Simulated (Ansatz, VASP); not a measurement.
**Ir: VASP beside Ansatz**

```xyz
1
Lattice="0.0000 1.7661 1.8429 1.7661 0.0000 1.8429 1.7661 1.7661 0.0000" Properties=species:S:1:pos:R:3 pbc="T T T"
Ir    0.0000    0.0000    0.0000
```

Change from the starting cell: strain -0.080 along x and y, -0.040 along z, atoms carried along.

Alike in both runs: task single point; functional PBEsol; k mesh 22 × 22 × 22; occupations gaussian, width 0.15 eV; no spin polarisation.

```csv
,VASP,Ansatz
version,VASP 6.6.1,Ansatz 0.2.0
potentials or method,"VASP PAW PBE potentials, release 64 (Ir), cutoff 520 eV","scalar-relativistic, plane waves, PAW"
valence electrons in the cell,9,17
```

VASP gave:

```
gap on the k mesh at the Fermi level (eV)                     : none
pressure (GPa)                                                : 132.2
traceless stress, the component that is largest in VASP (GPa) : -19.24
```

Problem. What did Ansatz give for the same quantities?

Solution. gap on the k mesh at the Fermi level (eV): none; pressure (GPa): 128.0; traceless stress, the component that is largest in VASP (GPa): -19.20.

VASP's potentials were made for PBE, not for PBEsol. A gap of «none» marks a metal or a gap that the smearing closes. Both programs put the cell under a high pressure, so it lies far from rest at this level. The functional is the same, so the differences come from potentials, cutoffs and numerics. VASP's potentials hold 9 valence electrons a cell and Ansatz's 17, so a difference there can come from the potentials and not from the codes.

Spin-orbit coupling is off throughout. Noted on VASP's run: the cell as given lies far from equilibrium.
